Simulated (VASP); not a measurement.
Input of a VASP 6.6.1 run:

The input INCAR:

```
SYSTEM = SrTe
  PREC = Accurate
  ENCUT = 400
  EDIFF = 1E-8
  ISMEAR = -1
  SIGMA = 0.03
  LREAL = .FALSE.
  LASPH = .TRUE.
  NELM = 120
  ALGO = Normal
  ISIF = 2
  LWAVE = .FALSE.
  LCHARG = .FALSE.
  GGA = PE
  LEFG = .TRUE.
  NBANDS = 15
  GGA_COMPAT = .FALSE.
```

File KPOINTS:

```
Automatic mesh
0
G
  11 11 11
  0 0 0
```

File POSCAR:

```
SrTe
1.0
    0.0000000000      3.3869417310      3.3869417310
    3.3869417310      0.0000000000      3.3869417310
    3.3869417310      3.3869417310      0.0000000000
Sr Te
1 1
Direct
    0.0000000000      0.0000000000      0.0000000000
    0.5000000000      0.5000000000      0.5000000000
```

Potentials or basis: VASP PAW PBE potentials, release 64 (Sr_sv, Te).

Run with:

```console
$ cat potpaw_PBE.64/Sr_sv/POTCAR potpaw_PBE.64/Te/POTCAR > POTCAR
$ mpirun -np 1 vasp_std > vasp.out
```

(1) Predict the band gap on the k mesh.

(2) Estimate the pressure.

Results:

(1) 1.84 eV, indirect (least direct gap 2.54 eV).

(2) -0.7 GPa.

Caveat: without QUAD_EFG the Cq values of the log hold for a quadrupole moment of 1 mb, not for the nuclei; spin-orbit coupling is left out, which moves the levels of the heavy elements.
